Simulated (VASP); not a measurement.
# Ca (Fm-3m) in VASP: notebook

The runs below take Ca through single point, relaxation of cell and atoms, with PBE.

All numbers are computed with VASP 6.6.1; they aren't measurements. Logs are shortened: lines on timing, memory, paths and dates and some standing lists are left out, and cuts for length are marked.

### Step 1. The cell of the first run

Symmetry: Fm-3m, No. 225, cubic system. The conventional cell has a = 5.506 Å, b = 5.506 Å, c = 5.506 Å, α = 90.00°, β = 90.00°, γ = 90.00°. Ca (site symmetry m-3m) has 12 Ca at 3.89 Å within 5.1 Å.

### Step 2. Single point, PBE

Input file INCAR:

```
SYSTEM = Ca
PREC = Accurate
ENCUT = 500
EDIFF = 1E-6
ISMEAR = 1
SIGMA = 0.1
LREAL = .FALSE.
LASPH = .TRUE.
NELM = 120
ALGO = Normal
ISIF = 2
LWAVE = .FALSE.
LCHARG = .TRUE.
GGA = PE
LELF = .TRUE.
LVHAR = .TRUE.
NBANDS = 11
GGA_COMPAT = .FALSE.
```

Input file KPOINTS:

```
Automatic mesh
0
G
  6 6 6
  0 0 0
```

Input file POSCAR:

```
Ca
1.0
    0.0000000000      2.7530841692      2.7530841692
    2.7530841692      0.0000000000      2.7530841692
    2.7530841692      2.7530841692      0.0000000000
Ca
1
Direct
    0.0000000000      0.0000000000      0.0000000000
```

Potentials or basis: VASP PAW PBE potentials, release 64 (Ca_sv).

The run is started by

```console
cat potpaw_PBE.64/Ca_sv/POTCAR > POTCAR
mpirun -np 1 vasp_std > vasp.out
```

OUTCAR:

```text
SYSTEM = Ca
   PREC = Accurate
   ENCUT = 500
   EDIFF = 1E-6
   ISMEAR = 1
   LREAL = .FALSE.
   LASPH = .TRUE.
   NELM = 120
   ISIF = 2
   GGA = PE

 ion  position               nearest neighbor table
   1  0.000  0.000  0.000-

  LATTYP: Found a face centered cubic cell.
 ALAT       =     5.5061683384

  Lattice vectors:

 A1 = (   0.0000000000,   2.7530841692,   2.7530841692)
 A2 = (   2.7530841692,   0.0000000000,   2.7530841692)
 A3 = (   2.7530841692,   2.7530841692,   0.0000000000)

Analysis of symmetry for initial positions (statically):
=====================================================================
 Subroutine PRICEL returns:
 Original cell was already a primitive cell.

 Routine SETGRP: Setting up the symmetry group for a
 face centered cubic supercell.

 Subroutine GETGRP returns: Found 48 space group operations
 (whereof 48 operations were pure point group operations)
 out of a pool of 48 trial point group operations.

The static configuration has the point symmetry O_h .

Analysis of symmetry for dynamics (positions and initial velocities):
=====================================================================
 Subroutine PRICEL returns:
 Original cell was already a primitive cell.

 Routine SETGRP: Setting up the symmetry group for a
 face centered cubic supercell.

 Subroutine GETGRP returns: Found 48 space group operations
 (whereof 48 operations were pure point group operations)
 out of a pool of 48 trial point group operations.

The dynamic configuration has the point symmetry O_h .

 Subroutine INISYM returns: Found 48 space group operations
 (whereof 48 operations are pure point group operations),
 and found     1 'primitive' translations

----------------------------------------------------------------------------------------

                                     Primitive cell

  volume of cell :      41.7339

  direct lattice vectors                    reciprocal lattice vectors
     0.000000000  2.753084169  2.753084169    -0.181614498  0.181614498  0.181614498
     2.753084169  0.000000000  2.753084169     0.181614498 -0.181614498  0.181614498
     2.753084169  2.753084169  0.000000000     0.181614498  0.181614498 -0.181614498

  length of vectors
     3.893448970  3.893448970  3.893448970     0.314565538  0.314565538  0.314565538

  position of ions in fractional coordinates (direct lattice)
     0.000000000  0.000000000  0.000000000

  ion indices of the primitive-cell ions
   primitive index   ion index
                 1           1

[... 69 lines left out ...]
   ISYM   =      2    0-nonsym 1-usesym 2-fastsym
   POTIM  = 0.5000    time-step for ionic-motion
   TEBEG  =    0.0;   TEEND  =   0.0 temperature during run
   PSTRESS=    0.0 pullay stress
   NELECT =      10.0000    total number of electrons
   NUPDOWN=      -1.0000    fix difference up-down
   EMIN   =  10.00;   EMAX   =-10.00  energy-range for DOS
   EFERMI =   0.00;   METHOD = LEGACY
   ISMEAR =     1;   SIGMA  =   0.10  broadening in eV -4-tet -1-fermi 0-gaus
   EFERMI_NEDOS =   21; number of points for ismear=-14 and -15
   IALGO  =     38    algorithm
   IMIX   =      4    mixing-type and parameters
     AMIX     =   0.40;   BMIX     =  1.00
     AMIX_MAG =   1.60;   BMIX_MAG =  1.00
  volume/ion in A,a.u.               =      41.73       281.63
  Fermi-wavevector in a.u.,A,eV,Ry     =   1.016823  1.921517 14.067457  1.033929
  Thomas-Fermi vector in A             =   2.150189
   LORBIT       =      0    0 simple, 1 ext, 2 COOP (PROOUT), +10 PAW based schemes
   GGA     = PE    functional components
   LHFCALC =     F    Hartree Fock is set to
   AEXX    =    0.0000 exact exchange contribution
   IVDW    =     0    specifies the selected vdW correction
   LEPSILON=     F    determine dielectric tensor
   LRPA    =     F    only Hartree local field effects (RPA)
 non-spin polarized calculation
 Methfessel and Paxton  Order N= 1 SIGMA  =   0.10
  energy-cutoff  :      500.00
  volume of cell :       41.73
 maximum number of plane-waves:      1068
   NGX = 15   NGY = 15   NGZ = 15

 number of electron      10.0000000 magnetization

 number of electron       9.9999997 magnetization

 Free energy of the ion-electron system (eV)
  ---------------------------------------------------
  ext. energy  EPLUGINS =         0.00000000
  ---------------------------------------------------
  free energy    TOTEN  =        -1.90330637 eV

  energy without entropy =       -1.90252546  energy(sigma->0) =       -1.90304607

 E-fermi :   2.0562     XC(G=0):  -7.7676

 val. band max:        2.0153781347   @ k =  -0.3333   0.3333   0.1667
 cond. band min:       2.1185892125   @ k =  -0.3333   0.3333   0.1667
 fundamental gap:      0.1032110778
 Fermi energy:         2.0561822733

 k-point     1 :       0.0000    0.0000    0.0000
  band No.  band energies     occupation
      1     -39.9815      2.00000
      2     -20.8983      2.00000
      3     -20.8983      2.00000
      4     -20.8983      2.00000
      5      -2.0364      2.00000
      6       4.3608      0.00000
      7       4.3608      0.00000
      8       4.3608      0.00000
      9       5.4410      0.00000
     10       5.4410      0.00000
     11      11.1762      0.00000
[... 197 lines left out ...]
 k-point    16 :      -0.3333    0.5000    0.1667
  band No.  band energies     occupation
      1     -39.9625      2.00000
      2     -21.0132      2.00000
      3     -20.9718      2.00000
      4     -20.9519      2.00000
      5       1.9861      1.92042
      6       2.6293     -0.00000
      7       2.8276     -0.00000
      8       5.0074      0.00000
      9       6.3264      0.00000
     10       6.8214      0.00000
     11       7.3737      0.00000

------------------------ aborting loop because EDIFF is reached ----------------------------------------

  FORCE on cell =-STRESS in cart. coord.  units (eV):
  Direction    XX          YY          ZZ          XY          YZ          ZX
  --------------------------------------------------------------------------------------
  -------------------------------------------------------------------------------------
  Total       -0.0047440     -0.0047440     -0.0047440      0.0000000      0.0000000     -0.0000000
  in kB       -0.1821251     -0.1821251     -0.1821251      0.0000000      0.0000000     -0.0000000
  external PRESSURE =      -0.1821251 kB  Pullay stress =       0.0000000 kB

 VOLUME and BASIS-vectors are now :
 -----------------------------------------------------------------------------
  energy-cutoff  :      500.00
  volume of cell :       41.73
      direct lattice vectors                 reciprocal lattice vectors
     0.000000000  2.753084169  2.753084169    -0.181614498  0.181614498  0.181614498
     2.753084169  0.000000000  2.753084169     0.181614498 -0.181614498  0.181614498
     2.753084169  2.753084169  0.000000000     0.181614498  0.181614498 -0.181614498

 POSITION                                       TOTAL-FORCE (eV/Angst)
 -----------------------------------------------------------------------------------
      0.00000      0.00000      0.00000        -0.000000      0.000000     -0.000000
 -----------------------------------------------------------------------------------
    total drift:                               -0.000000     -0.000000     -0.000000

  FREE ENERGIE OF THE ION-ELECTRON SYSTEM (eV)
  ---------------------------------------------------
  free  energy   TOTEN  =        -1.9033063701 eV

  energy  without entropy=       -1.9025254573  energy(sigma->0) =       -1.90304607
```

OSZICAR:

```text
N       E                     dE             d eps       ncg     rms          rms(c)
DAV:   1     0.663658814585E+02    0.66366E+02   -0.49607E+03   352   0.805E+02
DAV:   2    -0.235615226906E+00   -0.66601E+02   -0.65896E+02   388   0.206E+02
DAV:   3    -0.185394876159E+01   -0.16183E+01   -0.16054E+01   522   0.308E+01
DAV:   4    -0.191388071580E+01   -0.59932E-01   -0.59848E-01   448   0.475E+00
DAV:   5    -0.191483398491E+01   -0.95327E-03   -0.95312E-03   534   0.519E-01    0.228E+00
DAV:   6    -0.190633649770E+01    0.84975E-02   -0.11840E-02   430   0.119E+00    0.140E+00
DAV:   7    -0.190378965538E+01    0.25468E-02   -0.18065E-02   404   0.158E+00    0.116E-01
DAV:   8    -0.190329578434E+01    0.49387E-03   -0.22100E-03   405   0.445E-01    0.238E-02
DAV:   9    -0.190330617835E+01   -0.10394E-04   -0.11229E-04   500   0.822E-02    0.414E-03
DAV:  10    -0.190330637009E+01   -0.19174E-06   -0.55437E-06   442   0.223E-02
   1 F= -.19033064E+01 E0= -.19030461E+01  d E =-.780913E-03
```

stdout:

```text
POSCAR found type information on POSCAR Ca
 POSCAR found :  1 types and       1 ions
 scaLAPACK will be used
 LDA part: xc-table for (Slater+PW92), standard interpolation
 POSCAR, INCAR and KPOINTS ok, starting setup
 FFT: planning ... GRIDC
 FFT: planning ... GRID_SOFT
 FFT: planning ... GRID
 WAVECAR not read
 entering main loop
```

It took 11 s on 1 thread of Intel Xeon 8259CL, shared host; peak memory 0.15 GiB.

What came out:

```
Free energy            : -1.9033 eV
Pressure               : 0.0 GPa
Band gap on the k mesh : zero (band 5 reaches 2.02 eV, above the bottom of band 6 at 1.86 eV)
```

Levels at points of the mesh, in eV from the Fermi level:
```tsv
k point	band 1	band 2	band 3	band 4	band 5	band 6	band 7	band 8	band 9	band 10
(0.00, 0.00, 0.00)	-42.04	-22.95	-22.95	-22.95	-4.09	2.30	2.30	2.30	3.38	3.38
(0.50, 0.00, 0.00)	-42.02	-23.10	-22.97	-22.97	-1.04	-0.20	2.19	2.19	4.08	4.08
(0.50, 0.50, 0.00)	-42.02	-23.09	-23.01	-23.01	-0.52	0.52	0.94	4.07	4.27	4.27
```

### Step 3. Relaxation of cell and atoms, PBE

This run uses another cell than the first one, of 43.63 Å³/atom, 1.045 times its volume.

Input file INCAR:

```
  PREC = Accurate
  ENCUT = 500
  EDIFF = 1E-7
  ISMEAR = 1
  SIGMA = 0.1
  LREAL = F
  LASPH = T
  NELM = 120
  ALGO = Normal
  ISIF = 3
  LWAVE = F
  LCHARG = F
  GGA = PE
  IBRION = 2
  NSW = 50
  EDIFFG = -0.02
  GGA_COMPAT = F
  NELMIN = 4
```

Input file KPOINTS:

```
Automatic mesh
0
Gamma
  6 6 6
```

Input file POSCAR:

```
Ca
1.0
    0.0000000000      2.7942000000      2.7942000000
    2.7942000000      0.0000000000      2.7942000000
    2.7942000000      2.7942000000      0.0000000000
Ca
1
Direct
    0.0000000000      0.0000000000      0.0000000000
```

Potentials or basis: VASP PAW PBE potentials, release 64 (Ca_sv).

The run is started by

```console
cat potpaw_PBE.64/Ca_sv/POTCAR > POTCAR
mpirun -np 1 vasp_std > vasp.out
```

Run time: 36 s. Hardware: 1 thread of Intel Xeon 8259CL, shared host; peak memory 0.17 GiB.

Results (log left out):

* Free energy: -1.9036 eV
* Relaxed volume: 41.73 Å³/atom
* Relaxed cell: a = 3.893 Å, b = 3.893 Å, c = 3.893 Å, α = 60.00°, β = 60.00°, γ = 60.00°
* Space group after relaxing (to 0.05 Å): Fm-3m (No. 225)
* Energy gained by relaxing: 4.4 meV/atom
* Ionic steps: 3
* Pressure after relaxing: 0.0 GPa
* Band gap on the k mesh: zero (band 5 reaches 2.02 eV, above the bottom of band 6 at 1.86 eV)

Step by step:
| step | energy change (eV) | largest force (eV/Å) | pressure (GPa) | volume (Å³) |
| --- | --- | --- | --- | --- |
| 1 | 0.0000 | 0.0000 | -0.71 | 43.63 |
| 2 | -0.0037 | 0.0000 | -0.28 | 42.43 |
| 3 | -0.0044 | 0.0000 | -0.01 | 41.73 |

Final structure:
```
Ca
1.0
     0.00000    2.75308    2.75308
     2.75308    0.00000    2.75308
     2.75308    2.75308    0.00000
Ca
1
Cartesian
  0.0000 0.0000 0.0000
```

Levels at points of the mesh, in eV from the Fermi level:
```csv
k point,band 1,band 2,band 3,band 4,band 5,band 6,band 7,band 8,band 9
"(0.00, 0.00, 0.00)",-42.04,-22.95,-22.95,-22.95,-4.09,2.30,2.30,2.30,3.38
"(0.50, 0.00, 0.00)",-42.02,-23.10,-22.97,-22.97,-1.04,-0.20,2.19,2.19,4.08
"(0.50, 0.50, 0.00)",-42.02,-23.09,-23.01,-23.01,-0.52,0.52,0.94,4.07,4.27
```
